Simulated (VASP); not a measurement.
# Be3TeSe2 (P3m1) in VASP: a series of runs

Be3TeSe2 is run at these levels: PBE; tasks: single point, relaxation of cell and atoms.

All numbers are computed with VASP 6.6.1; they aren't measurements. Logs are shortened: lines on timing, memory, paths and dates and some standing lists are left out, and cuts for length are marked.

### 1 The cell of the first run

The structure is trigonal, space group P3m1 (No. 156). The conventional cell has a = 3.796 Å, b = 3.796 Å, c = 9.237 Å, α = 90.00°, β = 90.00°, γ = 120.00°. Within 3.0 Å of Be (site symmetry 3m) lie 1 Se at 2.23 Å and 3 Te at 2.37 Å. Within 3.0 Å of Be (site symmetry 3m) lie 3 Se at 2.30 Å and 1 Te at 2.45 Å. Within 3.0 Å of Be (site symmetry 3m) lie 4 Se at 2.25 to 2.30 Å. Te (site symmetry 3m) has 4 Be at 2.37 to 2.45 Å within 3.1 Å. Within 3.0 Å of Se (site symmetry 3m) lie 4 Be at 2.23 to 2.30 Å. Se (site symmetry 3m) has 4 Be at 2.25 to 2.30 Å within 3.0 Å.

### 2 Single point, PBE

The input, INCAR:

```
SYSTEM = Be3TeSe2
  ALGO = Normal
  EDIFF = 1E-7
  ENCUT = 520
  GGA = PE
  ISIF = 2
  ISMEAR = 0
  LASPH = .True.
  LCHARG = .False.
  LREAL = .False.
  LWAVE = .False.
  NBANDS = 21
  NELM = 100
  PREC = Accurate
  SIGMA = 0.15
```

The input, KPOINTS:

```
k-points
0
Gamma
  4 4 2
  0 0 0
```

The input, POSCAR:

```
Be3TeSe2
1.0
    3.7960016856      0.0000000000      0.0000000000
   -1.8980008428      3.2874338926      0.0000000000
    0.0000000000      0.0000000000      9.2368377419
Be Te Se
3 1 2
Direct
    0.6666666667      0.3333333333      0.9013866251
    0.0000000000      0.0000000000      0.2652952699
    0.3333333333      0.6666666667      0.5837008241
    0.0000000000      0.0000000000     -0.0002229718
    0.6666666667      0.3333333333      0.6595594342
    0.3333333333      0.6666666667      0.3402808185
```

Potentials or basis: VASP PAW PBE potentials, release 64 (Be, Te, Se).

Command:

```
$ cat potpaw_PBE.64/Be/POTCAR potpaw_PBE.64/Te/POTCAR potpaw_PBE.64/Se/POTCAR > POTCAR
$ mpirun -np 1 vasp_std > vasp.out
```

OUTCAR:

```text
SYSTEM = Be3TeSe2
   EDIFF = 1E-7
   ENCUT = 520
   GGA = PE
   ISIF = 2
   ISMEAR = 0
   LASPH = .True.
   LREAL = .False.
   NELM = 100
   PREC = Accurate

 ion  position               nearest neighbor table
   1  0.667  0.333  0.901-   5 2.23   4 2.37   4 2.37   4 2.37
   2  0.000  0.000  0.265-   6 2.30   6 2.30   6 2.30   4 2.45
   3  0.333  0.667  0.584-   6 2.25   5 2.30   5 2.30   5 2.30
   4  0.000  0.000  1.000-   1 2.37   1 2.37   1 2.37   2 2.45
   5  0.667  0.333  0.660-   1 2.23   3 2.30   3 2.30   3 2.30
   6  0.333  0.667  0.340-   3 2.25   2 2.30   2 2.30   2 2.30

  LATTYP: Found a hexagonal cell.
 ALAT       =     3.7960016856
 C/A-ratio  =     2.4333070707

  Lattice vectors:

 A1 = (   3.7960016856,   0.0000000000,   0.0000000000)
 A2 = (  -1.8980008428,   3.2874338926,   0.0000000000)
 A3 = (   0.0000000000,   0.0000000000,   9.2368377419)

Analysis of symmetry for initial positions (statically):
=====================================================================
 Subroutine PRICEL returns:
 Original cell was already a primitive cell.

 Routine SETGRP: Setting up the symmetry group for a
 hexagonal supercell.

 Subroutine GETGRP returns: Found  6 space group operations
 (whereof  6 operations were pure point group operations)
 out of a pool of 24 trial point group operations.

The static configuration has the point symmetry C_3v.

Analysis of symmetry for dynamics (positions and initial velocities):
=====================================================================
 Subroutine PRICEL returns:
 Original cell was already a primitive cell.

 Routine SETGRP: Setting up the symmetry group for a
 hexagonal supercell.

 Subroutine GETGRP returns: Found  6 space group operations
 (whereof  6 operations were pure point group operations)
 out of a pool of 24 trial point group operations.

The dynamic configuration has the point symmetry C_3v.

 Subroutine INISYM returns: Found  6 space group operations
 (whereof  6 operations are pure point group operations),
 and found     1 'primitive' translations

----------------------------------------------------------------------------------------

                                     Primitive cell

  volume of cell :     115.2675

  direct lattice vectors                    reciprocal lattice vectors
     3.796001686  0.000000000  0.000000000     0.263435078  0.152094313  0.000000000
    -1.898000843  3.287433893  0.000000000     0.000000000  0.304188626  0.000000000
     0.000000000  0.000000000  9.236837742     0.000000000  0.000000000  0.108262159

  length of vectors
     3.796001686  3.796001686  9.236837742     0.304188626  0.304188626  0.108262159

  position of ions in fractional coordinates (direct lattice)
     0.666666667  0.333333333  0.901386625
     0.000000000  0.000000000  0.265295270
     0.333333333  0.666666667  0.583700824
     0.000000000  0.000000000  0.999777028
     0.666666667  0.333333333  0.659559434
     0.333333333  0.666666667  0.340280818

  ion indices of the primitive-cell ions
   primitive index   ion index
                 1           1
                 2           2
                 3           3
                 4           4
                 5           5
                 6           6

----------------------------------------------------------------------------------------

 KPOINTS: k-points

Automatic generation of k-mesh.
 Grid dimensions read from file:
 generate k-points for:    4    4    2

 Generating k-lattice:

  Cartesian coordinates                     Fractional coordinates (reciprocal lattice)
     0.065858769  0.038023578  0.000000000     0.250000000  0.000000000  0.000000000
     0.000000000  0.076047157  0.000000000     0.000000000  0.250000000  0.000000000
     0.000000000  0.000000000  0.054131080     0.000000000  0.000000000  0.500000000

  Length of vectors
     0.076047157  0.076047157  0.054131080

  Shift w.r.t. Gamma in fractional coordinates (k-lattice)
     0.000000000  0.000000000  0.000000000

 Subroutine IBZKPT returns following result:
 ===========================================

 Found      8 irreducible k-points:

 Following reciprocal coordinates:
            Coordinates               Weight
  0.000000  0.000000  0.000000      1.000000
  0.250000 -0.000000  0.000000      6.000000
  0.500000 -0.000000  0.000000      3.000000
  0.250000  0.250000  0.000000      6.000000
  0.000000  0.000000  0.500000      1.000000
  0.250000 -0.000000  0.500000      6.000000
  0.500000 -0.000000  0.500000      3.000000
  0.250000  0.250000  0.500000      6.000000
   k-points           NKPTS =      8   k-points in BZ     NKDIM =      8   number of bands    NBANDS=     21
   number of dos      NEDOS =    301   number of ions     NIONS =      6
   total plane-waves  NPLWV =  54880
   dimension x,y,z NGX =    28 NGY =   28 NGZ =   70
   dimension x,y,z NGXF=    56 NGYF=   56 NGZF=  140
   ions per type =               3   1   2
   NGX,Y,Z   is equivalent  to a cutoff of  12.26, 12.26, 12.60 a.u.
   NGXF,Y,Z  is equivalent  to a cutoff of  24.53, 24.53, 25.20 a.u.
 SYSTEM =  Be3TeSe2
   PREC   = accura    normal or accurate (medium, high low for compatibility)
   ISTART =      0    job   : 0-new  1-cont  2-samecut
   ICHARG =      2    charge: 1-file 2-atom 10-const
   ISPIN  =      1    spin polarized calculation?
   LNONCOLLINEAR =      F non collinear calculations
   LSORBIT =      F    spin-orbit coupling
   LASPH  =      T    aspherical Exc in radial PAW
   ENCUT  =  520.0 eV  38.22 Ry    6.18 a.u.   7.06  7.06 17.17*2*pi/ulx,y,z
   NELM   =    100;   NELMIN=  2; NELMDL= -5     # of ELM steps
   EDIFF  = 0.1E-06   stopping-criterion for ELM
   LREAL  =      F    real-space projection
   EDIFFG = 0.1E-05   stopping-criterion for IOM
   NSW    =      0    number of steps for IOM
   IBRION =     -1    ionic relax: 0-MD 1-quasi-New 2-CG
   NFREE  =      0    steps in history (QN), initial steepest desc. (CG)
   ISIF   =      2    stress and relaxation
   ISYM   =      2    0-nonsym 1-usesym 2-fastsym
   POTIM  = 0.5000    time-step for ionic-motion
   TEBEG  =    0.0;   TEEND  =   0.0 temperature during run
   PSTRESS=    0.0 pullay stress
   NELECT =      24.0000    total number of electrons
   NUPDOWN=      -1.0000    fix difference up-down
   EMIN   =  10.00;   EMAX   =-10.00  energy-range for DOS
   EFERMI =   0.00;   METHOD = LEGACY
   ISMEAR =     0;   SIGMA  =   0.15  broadening in eV -4-tet -1-fermi 0-gaus
   EFERMI_NEDOS =   21; number of points for ismear=-14 and -15
   IALGO  =     38    algorithm
   IMIX   =      4    mixing-type and parameters
     AMIX     =   0.40;   BMIX     =  1.00
     AMIX_MAG =   1.60;   BMIX_MAG =  1.00
  volume/ion in A,a.u.               =      19.21       129.64
  Fermi-wavevector in a.u.,A,eV,Ry     =   0.970308  1.833616 12.809856  0.941498
  Thomas-Fermi vector in A             =   2.100432
   LORBIT       =      0    0 simple, 1 ext, 2 COOP (PROOUT), +10 PAW based schemes
   GGA     = PE    functional components
   LHFCALC =     F    Hartree Fock is set to
   AEXX    =    0.0000 exact exchange contribution
   IVDW    =     0    specifies the selected vdW correction
   LEPSILON=     F    determine dielectric tensor
   LRPA    =     F    only Hartree local field effects (RPA)
 non-spin polarized calculation
 Gauss-broadening in eV      SIGMA  =   0.15
  energy-cutoff  :      520.00
  volume of cell :      115.27
 maximum number of plane-waves:      3128
   NGX = 15   NGY = 15   NGZ = 35

 number of electron      24.0000000 magnetization

 Free energy of the ion-electron system (eV)
  ---------------------------------------------------
  ext. energy  EPLUGINS =         0.00000000
  ---------------------------------------------------
  free energy    TOTEN  =       -25.00279408 eV

  energy without entropy =      -25.00279408  energy(sigma->0) =      -25.00279408

 E-fermi :   5.1077     XC(G=0):  -9.1918

 val. band max:        4.4138862254   @ k =   0.0000   0.0000   0.0000
 cond. band min:       6.2010646066   @ k =   0.5000  -0.0000   0.0000
 fundamental gap:      1.7871783812
 Fermi energy:         5.1077392150

 k-point     1 :       0.0000    0.0000    0.0000
  band No.  band energies     occupation
      1      -9.6939      2.00000
      2      -9.0029      2.00000
      3      -7.5446      2.00000
      4      -0.7062      2.00000
      5      -0.5129      2.00000
      6       2.4270      2.00000
[... 13 lines left out ...]
     20       9.1965      0.00000
     21       9.3933      0.00000

 k-point     2 :       0.2500   -0.0000    0.0000
  band No.  band energies     occupation
      1      -9.2863      2.00000
      2      -8.7243      2.00000
      3      -7.0262      2.00000
      4      -0.5960      2.00000
      5      -0.4638      2.00000
      6       0.6745      2.00000
[... 13 lines left out ...]
     20      10.3699      0.00000
     21      10.6189      0.00000

 k-point     3 :       0.5000   -0.0000    0.0000
  band No.  band energies     occupation
      1      -8.7057      2.00000
      2      -8.4792      2.00000
      3      -6.3130      2.00000
      4      -1.4093      2.00000
      5      -1.2499      2.00000
      6      -1.0933      2.00000
[... 13 lines left out ...]
     20      10.5042      0.00000
     21      11.9388      0.00000

 k-point     4 :       0.2500    0.2500    0.0000
  band No.  band energies     occupation
      1      -8.7358      2.00000
      2      -8.4591      2.00000
      3      -6.3344      2.00000
      4      -0.9739      2.00000
      5      -0.9086      2.00000
      6      -0.3759      2.00000
[... 13 lines left out ...]
     20      10.9017      0.00000
     21      11.3182      0.00000

 k-point     5 :       0.0000    0.0000    0.5000
  band No.  band energies     occupation
      1      -9.6453      2.00000
      2      -9.1066      2.00000
      3      -7.4513      2.00000
      4      -1.6783      2.00000
      5       1.7329      2.00000
      6       1.9525      2.00000
[... 13 lines left out ...]
     20       9.2675      0.00000
     21       9.2675      0.00000

 k-point     6 :       0.2500   -0.0000    0.5000
  band No.  band energies     occupation
      1      -9.2531      2.00000
      2      -8.7848      2.00000
      3      -6.9783      2.00000
      4      -1.0959      2.00000
      5      -0.0196      2.00000
      6       0.4832      2.00000
[... 13 lines left out ...]
     20      11.0015      0.00000
     21      11.0596      0.00000

 k-point     7 :       0.5000   -0.0000    0.5000
  band No.  band energies     occupation
      1      -8.7073      2.00000
      2      -8.4758      2.00000
      3      -6.3206      2.00000
      4      -1.7025      2.00000
      5      -0.8959      2.00000
      6      -0.7413      2.00000
[... 13 lines left out ...]
     20      12.4408      0.00000
     21      12.9102      0.00000

 k-point     8 :       0.2500    0.2500    0.5000
  band No.  band energies     occupation
      1      -8.7258      2.00000
      2      -8.4716      2.00000
      3      -6.3310      2.00000
      4      -0.9871      2.00000
      5      -0.8272      2.00000
      6      -0.5037      2.00000
[... 13 lines left out ...]
     20      10.5458      0.00000
     21      10.7296      0.00000

------------------------ aborting loop because EDIFF is reached ----------------------------------------

  FORCE on cell =-STRESS in cart. coord.  units (eV):
  Direction    XX          YY          ZZ          XY          YZ          ZX
  --------------------------------------------------------------------------------------
  -------------------------------------------------------------------------------------
  Total        0.1347617      0.1347617     -0.0548595      0.0000000      0.0000000      0.0000000
  in kB        1.8731407      1.8731407     -0.7625282      0.0000000      0.0000000      0.0000000
  external PRESSURE =       0.9945844 kB  Pullay stress =       0.0000000 kB

 VOLUME and BASIS-vectors are now :
 -----------------------------------------------------------------------------
  energy-cutoff  :      520.00
  volume of cell :      115.27
      direct lattice vectors                 reciprocal lattice vectors
     3.796001686  0.000000000  0.000000000     0.263435078  0.152094313  0.000000000
    -1.898000843  3.287433893  0.000000000     0.000000000  0.304188626  0.000000000
     0.000000000  0.000000000  9.236837742     0.000000000  0.000000000  0.108262159

 POSITION                                       TOTAL-FORCE (eV/Angst)
 -----------------------------------------------------------------------------------
      1.89800      1.09581      8.32596        -0.000000     -0.000000     -0.017084
      0.00000      0.00000      2.45049        -0.000000     -0.000000     -0.007378
     -0.00000      2.19162      5.39155        -0.000000     -0.000000     -0.009504
      0.00000      0.00000      9.23478         0.000000     -0.000000      0.008195
      1.89800      1.09581      6.09224        -0.000000     -0.000000      0.006484
     -0.00000      2.19162      3.14312         0.000000      0.000000      0.019287
 -----------------------------------------------------------------------------------
    total drift:                                0.000001     -0.000000      0.000205

  FREE ENERGIE OF THE ION-ELECTRON SYSTEM (eV)
  ---------------------------------------------------
  free  energy   TOTEN  =       -25.0027940750 eV

  energy  without entropy=      -25.0027940750  energy(sigma->0) =      -25.00279408
```

It took 14 s on 1 thread of AMD EPYC 9R45 (Zen 5), shared host; peak memory 0.2 GiB.

Results:

```
Free energy            : -25.0028 eV
Pressure               : 0.1 GPa
Largest force          : 0.019 eV/Å
Band gap on the k mesh : 1.79 eV, indirect (least direct gap 2.58 eV)
```

Forces on the atoms (eV/Å):
```
Be   0.000  0.000 -0.017
Be   0.000  0.000 -0.007
Be   0.000  0.000 -0.010
Te   0.000  0.000  0.008
Se   0.000  0.000  0.006
Se   0.000  0.000  0.019
```

Stress tensor (GPa, compression positive):
```
 0.19  0.00  0.00
 0.00  0.19  0.00
 0.00  0.00 -0.08
```

Levels at points of the mesh, in eV from the valence-band top:
| k point | band 10 | band 11 | band 12 | band 13 | band 14 | band 15 |
| --- | --- | --- | --- | --- | --- | --- |
| (0.00, 0.00, 0.00) | -0.63 | 0.00 | 0.00 | 2.58 | 2.82 | 3.88 |
| (0.50, 0.00, 0.00) | -2.52 | -2.48 | -1.62 | 1.79 | 3.02 | 3.39 |
| (0.00, 0.00, 0.50) | -1.46 | -0.08 | -0.08 | 2.78 | 2.98 | 4.11 |
| (0.50, 0.00, 0.50) | -2.74 | -1.62 | -1.41 | 2.38 | 2.62 | 3.30 |

Caveat: the k points lie up to 0.48 Å⁻¹ apart; spin-orbit coupling is left out, which moves the levels of the heavy elements.

(Continued in part 2 of 2.)
